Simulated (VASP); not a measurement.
# Al2Ru (Fddd) in VASP: notebook, part 3 of 3

VASP 6.6.1.

## Step 5: Single point, LDA (13.92 Å³/atom)

This run uses another cell than the first one, of 13.92 Å³/atom.

File INCAR:

```
SYSTEM = Al2Ru
  PREC = Accurate
  ENCUT = 520
  EDIFF = 1E-6
  ISMEAR = 0
  SIGMA = 0.03
  LREAL = .FALSE.
  LASPH = .TRUE.
  NELM = 60
  ALGO = Normal
  ISIF = 2
  LWAVE = .FALSE.
  LCHARG = .FALSE.
  GGA = CA
  NBANDS = 29
```

File KPOINTS:

```
Automatic mesh
0
G
  10 10 10
  0 0 0
```

File POSCAR:

```
Al2Ru
1.0
    0.0000000000      3.9698733578      4.3643812124
    2.4105911285      0.0000000000      4.3643812124
    2.4105911285      3.9698733578      0.0000000000
Al Ru
4 2
Direct
    0.0788992938      0.4211007062      0.0788992938
    0.4211007062      0.0788992938      0.4211007062
    0.1711007062      0.8288992938      0.1711007062
    0.8288992938      0.1711007062      0.8288992938
    0.7500000000      0.7500000000      0.7500000000
    0.5000000000      0.5000000000      0.5000000000
```

Potentials or basis: VASP PAW LDA potentials, release 64 (Al, Ru_pv).

Launch:

```
$ cat potpaw_LDA.64/Al/POTCAR potpaw_LDA.64/Ru_pv/POTCAR > POTCAR
$ mpirun -np 1 vasp_std > vasp.out
```

OUTCAR:

```text
SYSTEM = Al2Ru
   PREC = Accurate
   ENCUT = 520
   EDIFF = 1E-6
   ISMEAR = 0
   LREAL = .FALSE.
   LASPH = .TRUE.
   NELM = 60
   ISIF = 2
   GGA = CA

 ion  position               nearest neighbor table
   1  0.079  0.421  0.079-   6 2.57   6 2.57   3 2.60   3 2.60   5 2.61   2 2.72   2 2.72   2 2.72
                             5 2.77   5 2.77   4 3.19   4 3.19   4 3.19   4 3.19
   2  0.421  0.079  0.421-   6 2.57   6 2.57   4 2.60   4 2.60   5 2.61   1 2.72   1 2.72   1 2.72
                             5 2.77   5 2.77   3 3.19   3 3.19   3 3.19   3 3.19
   3  0.171  0.829  0.171-   5 2.57   5 2.57   1 2.60   1 2.60   6 2.61   4 2.72   4 2.72   4 2.72
                             6 2.77   6 2.77   2 3.19   2 3.19   2 3.19   2 3.19
   4  0.829  0.171  0.829-   5 2.57   5 2.57   2 2.60   2 2.60   6 2.61   3 2.72   3 2.72   3 2.72
                             6 2.77   6 2.77   1 3.19   1 3.19   1 3.19   1 3.19
   5  0.750  0.750  0.750-   4 2.57   3 2.57   4 2.57   3 2.57   1 2.61   2 2.61   2 2.77   2 2.77
                             1 2.77   1 2.77   6 3.19   6 3.19   6 3.19   6 3.19
   6  0.500  0.500  0.500-   1 2.57   2 2.57   1 2.57   2 2.57   3 2.61   4 2.61   3 2.77   3 2.77
                             4 2.77   4 2.77   5 3.19   5 3.19   5 3.19   5 3.19

  LATTYP: Found a face centered orthorhombic cell.
 ALAT       =     4.8211822570
 B/A-ratio  =     1.6468464149
 C/A-ratio  =     1.8105024783

  Lattice vectors:

 A1 = (   0.0000000000,   3.9698733578,   4.3643812124)
 A2 = (   2.4105911285,   0.0000000000,   4.3643812124)
 A3 = (   2.4105911285,   3.9698733578,   0.0000000000)

Analysis of symmetry for initial positions (statically):
=====================================================================
 Subroutine PRICEL returns:
 Original cell was already a primitive cell.

 Routine SETGRP: Setting up the symmetry group for a
 face centered orthorhombic supercell.

 Subroutine GETGRP returns: Found  8 space group operations
 (whereof  4 operations were pure point group operations)
 out of a pool of  8 trial point group operations.

The static configuration has the point symmetry D_2 .
 The point group associated with its full space group is D_2h.

Analysis of symmetry for dynamics (positions and initial velocities):
[... 146 lines left out ...]
   LHFCALC =     F    Hartree Fock is set to
   AEXX    =    0.0000 exact exchange contribution
   IVDW    =     0    specifies the selected vdW correction
   LEPSILON=     F    determine dielectric tensor
   LRPA    =     F    only Hartree local field effects (RPA)
 non-spin polarized calculation
 Gauss-broadening in eV      SIGMA  =   0.03
  energy-cutoff  :      520.00
  volume of cell :       83.53
 maximum number of plane-waves:      2270
 NGX is ok and might be reduce to    48
   NGX = 21   NGY = 19   NGZ = 17

 number of electron      40.0000001 magnetization

 Free energy of the ion-electron system (eV)
  ---------------------------------------------------
  ext. energy  EPLUGINS =         0.00000000
  ---------------------------------------------------
  free energy    TOTEN  =       -42.29686915 eV

  energy without entropy =      -42.29686914  energy(sigma->0) =      -42.29686914

 E-fermi :  10.2932     XC(G=0): -12.0465

 val. band max:       10.1890253010   @ k =   0.0000   0.0000   0.0000
 cond. band min:      10.4001938504   @ k =   0.0000   0.3000   0.3000
 fundamental gap:      0.2111685493
 Fermi energy:        10.2932066654

 k-point     1 :       0.0000    0.0000    0.0000
  band No.  band energies     occupation
      1     -32.1849      2.00000
      2     -32.1020      2.00000
      3     -32.0979      2.00000
      4     -32.0617      2.00000
      5     -32.0486      2.00000
      6     -32.0336      2.00000
[... 757 lines left out ...]
     28      15.1142      0.00000
     29      16.1262      0.00000

 [... further k-points ...]

------------------------ aborting loop because EDIFF is reached ----------------------------------------

  FORCE on cell =-STRESS in cart. coord.  units (eV):
  Direction    XX          YY          ZZ          XY          YZ          ZX
  --------------------------------------------------------------------------------------
  -------------------------------------------------------------------------------------
  Total       -6.1288024     -1.6574513     -2.2798163      0.0000000      0.0000000      0.0000000
  in kB     -117.5528934    -31.7905821    -43.7277926      0.0000000      0.0000000      0.0000000
  external PRESSURE =     -64.3570894 kB  Pullay stress =       0.0000000 kB

 VOLUME and BASIS-vectors are now :
 -----------------------------------------------------------------------------
  energy-cutoff  :      520.00
  volume of cell :       83.53
      direct lattice vectors                 reciprocal lattice vectors
     0.000000000  3.969873358  4.364381212    -0.207418004  0.125948602  0.114563778
     2.410591129  0.000000000  4.364381212     0.207418004 -0.125948602  0.114563778
     2.410591129  3.969873358  0.000000000     0.207418004  0.125948602 -0.114563778

 POSITION                                       TOTAL-FORCE (eV/Angst)
 -----------------------------------------------------------------------------------
      1.20530      0.62644      2.18219        -0.000000     -0.180921     -0.000000
      1.20530      3.34343      2.18219        -0.000000      0.180921     -0.000000
      2.41059      1.35850      4.36438         0.000000      0.180921     -0.000000
      2.41059      6.58125      4.36438         0.000000     -0.180921     -0.000000
      3.61589      5.95481      6.54657         0.000000      0.000000     -0.000000
      2.41059      3.96987      4.36438        -0.000000      0.000000      0.000000
 -----------------------------------------------------------------------------------
    total drift:                               -0.000000     -0.000000     -0.000000

  FREE ENERGIE OF THE ION-ELECTRON SYSTEM (eV)
  ---------------------------------------------------
  free  energy   TOTEN  =       -42.2968691450 eV

  energy  without entropy=      -42.2968691448  energy(sigma->0) =      -42.29686914
```

OSZICAR:

```text
N       E                     dE             d eps       ncg     rms          rms(c)
DAV:   1     0.291203192241E+03    0.29120E+03   -0.21447E+04 10670   0.131E+03
DAV:   2    -0.330406275683E+02   -0.32424E+03   -0.31277E+03 10687   0.349E+02
DAV:   3    -0.437350800288E+02   -0.10694E+02   -0.10547E+02 12274   0.607E+01
DAV:   4    -0.438565314998E+02   -0.12145E+00   -0.12134E+00 11549   0.631E+00
DAV:   5    -0.438589965572E+02   -0.24651E-02   -0.24649E-02 12564   0.927E-01    0.171E+01
DAV:   6    -0.430390377797E+02    0.81996E+00   -0.12148E+01 11062   0.233E+01    0.525E+00
DAV:   7    -0.424044626824E+02    0.63458E+00   -0.32260E+00 10737   0.122E+01    0.376E+00
DAV:   8    -0.423016187307E+02    0.10284E+00   -0.21090E-01 11402   0.327E+00    0.549E-01
DAV:   9    -0.422973750179E+02    0.42437E-02   -0.84065E-03 12157   0.489E-01    0.317E-01
DAV:  10    -0.422969423316E+02    0.43269E-03   -0.22766E-03 11482   0.366E-01    0.973E-02
DAV:  11    -0.422968750399E+02    0.67292E-04   -0.49891E-04 11238   0.168E-01    0.387E-02
DAV:  12    -0.422968691233E+02    0.59166E-05   -0.24482E-05 13322   0.342E-02    0.476E-03
DAV:  13    -0.422968691450E+02   -0.21703E-07   -0.71228E-07  6919   0.462E-03
   1 F= -.42296869E+02 E0= -.42296869E+02  d E =-.201567E-09
```

stdout:

```text
POSCAR found type information on POSCAR AlRu
 POSCAR found :  2 types and       6 ions
 scaLAPACK will be used
 LDA part: xc-table for (Slater(with rela. corr.)+CA(PZ))
 , standard interpolation
 POSCAR, INCAR and KPOINTS ok, starting setup
 FFT: planning ... GRIDC
 FFT: planning ... GRID_SOFT
 FFT: planning ... GRID
 WAVECAR not read
 entering main loop
```

It took 9 min on 1 thread of Intel Xeon Platinum 8488C (Sapphire Rapids), shared host; peak memory 0.44 GiB.

Results:

| Property | Result |
| --- | --- |
| Free energy | -42.2969 eV |
| Pressure | -6.4 GPa |
| Largest force | 0.181 eV/Å |

Forces on the atoms (eV/Å):
```
Al   0.000 -0.181  0.000
Al   0.000  0.181  0.000
Al   0.000  0.181  0.000
Al   0.000 -0.181  0.000
Ru   0.000  0.000  0.000
Ru   0.000  0.000  0.000
```

Stress tensor (GPa, compression positive):
```
-11.76   0.00   0.00
  0.00  -3.18   0.00
  0.00   0.00  -4.37
```

Levels at points of the mesh, in eV from the Fermi level:
| k point | band 17 | band 18 | band 19 | band 20 | band 21 | band 22 | band 23 | band 24 |
| --- | --- | --- | --- | --- | --- | --- | --- | --- |
| (0.00, 0.00, 0.00) | -2.07 | -1.18 | -1.03 | -0.10 | 1.69 | 2.13 | 2.32 | 2.54 |
| (0.50, 0.00, 0.00) | -2.13 | -2.00 | -1.09 | -0.81 | 0.36 | 0.78 | 1.76 | 3.23 |
| (0.50, 0.50, 0.00) | -1.48 | -1.48 | -1.45 | -1.45 | 2.12 | 2.12 | 2.57 | 2.57 |
| (0.50, 0.00, 0.50) | -2.22 | -2.22 | -1.37 | -1.37 | 1.84 | 1.84 | 2.46 | 2.46 |
| (0.00, 0.50, 0.50) | -2.39 | -2.39 | -1.20 | -1.20 | 0.31 | 0.31 | 4.61 | 4.61 |

Caveat: the cell stands under tension.

## Step 6: Overview

| cell | gap on the mesh (eV) | pressure (GPa) | largest force (eV/Å) |
| --- | --- | --- | --- |
| a = 5.721, b = 4.801, c = 4.468 Å, angles 76.1, 54.6, 49.3°, 6 atoms | - | 19.7 | 0.14 |
| a = 5.607, b = 4.773, c = 4.451 Å, angles 74.8, 55.2, 50.0°, 6 atoms | 0.40 | 20.0 | 0.08 |
| a = 5.841, b = 4.972, c = 4.636 Å, angles 74.8, 55.2, 50.0°, 6 atoms | 0.32 | -6.1 | 0.31 |
| a = 5.900, b = 4.986, c = 4.644 Å, angles 75.5, 54.9, 49.6°, 6 atoms | - | -6.4 | 0.18 |

Alike in all rows: task single point; level LDA; potentials or basis VASP PAW LDA potentials, release 64 (Al, Ru_pv); no spin polarisation; k mesh 10 × 10 × 10; cutoff (eV) 520; smearing gaussian 0.03 eV.

Caveats: the cell stands under pressure (at least some runs); the cell stands under tension (at least some runs).

Absolute energies hang on the potentials; compare differences alone.
